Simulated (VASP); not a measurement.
Input of a VASP 6.6.1 run:

The input INCAR:

```
ALGO = Normal ; EDIFF = 1E-6
ENCUT = 520 ; GGA = RP
ISIF = 2 ; ISMEAR = -1
ISPIN = 2 ; LASPH = True
LCHARG = False ; LMAXMIX = 4
LORBIT = 11 ; LREAL = False
LWAVE = False ; MAGMOM = 1 1 1 0
NBANDS = 28 ; NELM = 150
PREC = Accurate ; SIGMA = 0.05
```

KPOINTS

```
k-points
0
Gamma
  8 8 8
```

POSCAR

```
AlNi3
1.0
    3.5982657981      0.0000000000      0.0000000000
    0.0000000000      3.5982657981      0.0000000000
    0.0000000000      0.0000000000      3.5982657981
Ni Al
3 1
Direct
    0.5000000000      0.5000000000      0.0000000000
    0.5000000000      0.0000000000      0.5000000000
    0.0000000000      0.5000000000      0.5000000000
    0.0000000000      0.0000000000      0.0000000000
```

Potentials or basis: VASP PAW PBE potentials, release 64 (Ni, Al).

The run is started by

```sh
$ cat potpaw_PBE.64/Ni/POTCAR potpaw_PBE.64/Al/POTCAR > POTCAR
$ mpirun -np 1 vasp_std > vasp.out
```

Question: Estimate the site moments.

Answer: Ni +0.26; Al -0.01 μB.

Question: Predict the net moment.

Answer: 0.73 μB per cell.
